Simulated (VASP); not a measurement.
# BN (P1) in VASP: notebook, part 2 of 2

VASP 6.6.1.

**3. Single point, PBE (atom 3 (N) moved by (-0.450, +0.000) A along x and z)**

File INCAR:

```
SYSTEM = BN
PREC = Accurate ; ENCUT = 520
EDIFF = 1E-6 ; ISMEAR = 0
SIGMA = 0.05 ; LREAL = .FALSE.
LASPH = .TRUE. ; NELM = 80
ALGO = Normal ; ISIF = 2
LWAVE = .FALSE. ; LCHARG = .FALSE.
GGA = PE ; NBANDS = 16
```

File KPOINTS:

```
Automatic mesh
0
G
  12 12 6
  0 0 0
```

File POSCAR:

```
BN
1.0
    2.5545800960      0.0000000000      0.0000000000
   -1.2772900480      2.2123312591      0.0000000000
    0.0000000000      0.0000000000      4.2245145352
B N
2 2
Direct
    0.6666666667      0.3333333333      0.9998058547
    0.3333333333      0.6666666667      0.4998058547
    0.4905124718      0.3333333333      0.6251941453
    0.3333333333      0.6666666667      0.1251941453
```

Potentials or basis: VASP PAW PBE potentials, release 64 (B, N).

Launch:

```sh
$ cat potpaw_PBE.64/B/POTCAR potpaw_PBE.64/N/POTCAR > POTCAR
$ mpirun -np 1 vasp_std > vasp.out
```

Wall time 3.8 min (1 thread of Intel Xeon 8259CL, shared host); peak memory 0.24 GiB.

Results (log left out):

| Item | Value |
| --- | --- |
| Free energy | -32.2698 eV |
| Pressure | 32.3 GPa |
| Largest force | 15.461 eV/Å |
| Band gap on the k mesh | 2.76 eV, indirect (least direct gap 4.76 eV) |

Forces in eV/Å, atoms in the order of the input:
```
B   -2.009  0.152 -0.218
B   -9.157  7.811 -5.728
N   11.713 -8.178  5.913
N   -0.547  0.216  0.033
```

Stress tensor (GPa, compression positive):
```
 47.26 -23.45  12.60
-23.45  29.71 -22.34
 12.60 -22.34  19.93
```

Levels at points of the mesh, in eV from the valence-band top:
| k point | band 5 | band 6 | band 7 | band 8 | band 9 | band 10 | band 11 | band 12 |
| --- | --- | --- | --- | --- | --- | --- | --- | --- |
| (0.00, 0.00, 0.00) | -2.27 | -1.91 | -0.56 | 0.00 | 6.76 | 6.90 | 7.77 | 8.36 |
| (0.50, 0.00, 0.00) | -7.61 | -6.40 | -4.16 | -2.62 | 3.59 | 5.27 | 8.77 | 10.43 |
| (0.00, 0.50, 0.00) | -8.04 | -5.45 | -4.94 | -2.22 | 3.31 | 6.80 | 8.85 | 9.72 |
| (0.50, 0.50, 0.00) | -6.92 | -6.33 | -5.35 | -2.43 | 5.43 | 7.86 | 9.26 | 11.06 |
| (0.00, 0.00, 0.50) | -4.07 | -2.22 | -2.10 | -0.01 | 6.18 | 7.42 | 8.23 | 8.77 |
| (0.50, 0.00, 0.50) | -6.55 | -4.99 | -4.58 | -3.55 | 4.34 | 5.51 | 7.83 | 9.21 |
| (0.00, 0.50, 0.50) | -5.79 | -4.92 | -4.09 | -2.00 | 2.76 | 5.69 | 7.45 | 8.93 |
| (0.50, 0.50, 0.50) | -4.94 | -4.74 | -4.05 | -3.11 | 5.11 | 5.72 | 7.02 | 9.40 |

Caveat: the cell differs from its parent crystal (atom 3 (N) moved by (-0.450, +0.000) A along x and z); forces of over 1 eV/Å act on the atoms, so gaps and moduli don't describe the material at rest. A k mesh can miss the band edges.

**4. Single point, PBE (atom 3 (N) moved by (-0.450, +0.450) A along x and z)**

File INCAR:

```
ALGO = Normal ; EDIFF = 1E-7
ENCUT = 520 ; GGA = PE
ISIF = 2 ; ISMEAR = 0
LASPH = True ; LCHARG = False
LREAL = False ; LWAVE = False
NBANDS = 16 ; NELM = 80
PREC = Accurate ; SIGMA = 0.05
```

File KPOINTS:

```
k-points
0
Gamma
  12 12 6
```

Edit POSCAR of step 3 so:

```diff
@@ -10,3 +10,3 @@
     0.3333333333      0.6666666667      0.4998058547
-    0.4905124718      0.3333333333      0.6251941453
+    0.4905124718      0.3333333333      0.7317152606
     0.3333333333      0.6666666667      0.1251941453
```

Potentials or basis: VASP PAW PBE potentials, release 64 (B, N).

Launch:

```sh
$ cat potpaw_PBE.64/B/POTCAR potpaw_PBE.64/N/POTCAR > POTCAR
$ mpirun -np 1 vasp_std > vasp.out
```

OUTCAR:

```text
EDIFF = 1E-7
   ENCUT = 520
   GGA = PE
   ISIF = 2
   ISMEAR = 0
   LASPH = True
   LREAL = False
   NELM = 80
   PREC = Accurate

 ion  position               nearest neighbor table
   1  0.667  0.333  1.000-   3 1.22   4 1.57   4 1.57   4 1.57
   2  0.333  0.667  0.500-   3 1.48   4 1.58   3 1.83
   3  0.491  0.333  0.732-   1 1.22   2 1.48   2 1.83
   4  0.333  0.667  0.125-   1 1.57   1 1.57   1 1.57   2 1.58

  LATTYP: Found a hexagonal cell.
 ALAT       =     2.5545800960
[... 646 lines left out ...]
     15      22.9380      0.00000
     16      25.1963      0.00000

 [... further k-points ...]
[... 5 lines left out ...]
  --------------------------------------------------------------------------------------
  -------------------------------------------------------------------------------------
  Total        6.1344071      3.3732295     13.6686454      0.3996014      0.5508726      2.4418232
  in kB      411.6581196    226.3653675    917.2539091     26.8158178     36.9670894    163.8620227
  external PRESSURE =     518.4257987 kB  Pullay stress =       0.0000000 kB

 VOLUME and BASIS-vectors are now :
 -----------------------------------------------------------------------------
  energy-cutoff  :      520.00
  volume of cell :       23.88
      direct lattice vectors                 reciprocal lattice vectors
     2.554580096  0.000000000  0.000000000     0.391453766  0.226005937  0.000000000
    -1.277290048  2.212331259  0.000000000     0.000000000  0.452011875  0.000000000
     0.000000000  0.000000000  4.224514535     0.000000000  0.000000000  0.236713590

 POSITION                                       TOTAL-FORCE (eV/Angst)
 -----------------------------------------------------------------------------------
      1.27729      0.73744      4.22369         2.356225     -0.011699     12.781084
     -0.00000      1.47489      2.11144        -0.581936      1.118639      2.925366
      0.82729      0.73744      3.09114        -1.371920     -1.524891    -22.312646
     -0.00000      1.47489      0.52888        -0.402369      0.417952      6.606197
 -----------------------------------------------------------------------------------
    total drift:                               -0.000014     -0.000061     -0.000477

  FREE ENERGIE OF THE ION-ELECTRON SYSTEM (eV)
  ---------------------------------------------------
  free  energy   TOTEN  =       -29.6269821917 eV

  energy  without entropy=      -29.6269819786  energy(sigma->0) =      -29.62698209
```

OSZICAR:

```text
N       E                     dE             d eps       ncg     rms          rms(c)
DAV:   1     0.432151036178E+02    0.43215E+02   -0.83903E+03 13984   0.973E+02
DAV:   2    -0.307760816669E+02   -0.73991E+02   -0.67967E+02 19408   0.231E+02
DAV:   3    -0.330740611563E+02   -0.22980E+01   -0.22912E+01 16072   0.384E+01
DAV:   4    -0.330799250666E+02   -0.58639E-02   -0.58636E-02 18272   0.219E+00
DAV:   5    -0.330799451512E+02   -0.20085E-04   -0.20084E-04 16344   0.119E-01    0.118E+01
DAV:   6    -0.298225326464E+02    0.32574E+01   -0.41720E+00 18592   0.213E+01    0.517E+00
DAV:   7    -0.296841747667E+02    0.13836E+00   -0.67120E-01 14480   0.723E+00    0.340E+00
DAV:   8    -0.296259909762E+02    0.58184E-01   -0.98432E-02 19016   0.254E+00    0.711E-01
DAV:   9    -0.296269227670E+02   -0.93179E-03   -0.59256E-03 16224   0.744E-01    0.217E-01
DAV:  10    -0.296269423571E+02   -0.19590E-04   -0.64749E-04 17520   0.240E-01    0.523E-02
DAV:  11    -0.296269749952E+02   -0.32638E-04   -0.75835E-05 18072   0.727E-02    0.191E-02
DAV:  12    -0.296269819492E+02   -0.69540E-05   -0.69697E-06 17296   0.249E-02    0.537E-03
DAV:  13    -0.296269821287E+02   -0.17952E-06   -0.49158E-07 19312   0.690E-03    0.222E-03
DAV:  14    -0.296269821917E+02   -0.62988E-07   -0.81191E-08 10440   0.257E-03
   1 F= -.29626982E+02 E0= -.29626982E+02  d E =-.213049E-06
```

stdout:

```text
POSCAR found type information on POSCAR B N
 POSCAR found :  2 types and       4 ions
 scaLAPACK will be used
 LDA part: xc-table for (Slater+PW92), standard interpolation
 POSCAR, INCAR and KPOINTS ok, starting setup
 FFT: planning ... GRIDC
 FFT: planning ... GRID_SOFT
 FFT: planning ... GRID
 WAVECAR not read
 entering main loop
```

Wall time 4 min (1 thread of Intel Xeon 8259CL, shared host); peak memory 0.24 GiB.

What came out:

```
Free energy            : -29.6270 eV
Pressure               : 51.8 GPa
Largest force          : 22.407 eV/Å
Band gap on the k mesh : 0.25 eV, indirect (least direct gap 3.00 eV)
```

Forces on the atoms (eV/Å):
```
B     2.356  -0.012  12.781
B    -0.582   1.119   2.925
N    -1.372  -1.525 -22.313
N    -0.402   0.418   6.606
```

Caveat: the cell differs from its parent crystal (atom 3 (N) moved by (-0.450, +0.450) A along x and z); forces of over 1 eV/Å act on the atoms, so gaps and moduli don't describe the material at rest. A k mesh can miss the band edges.
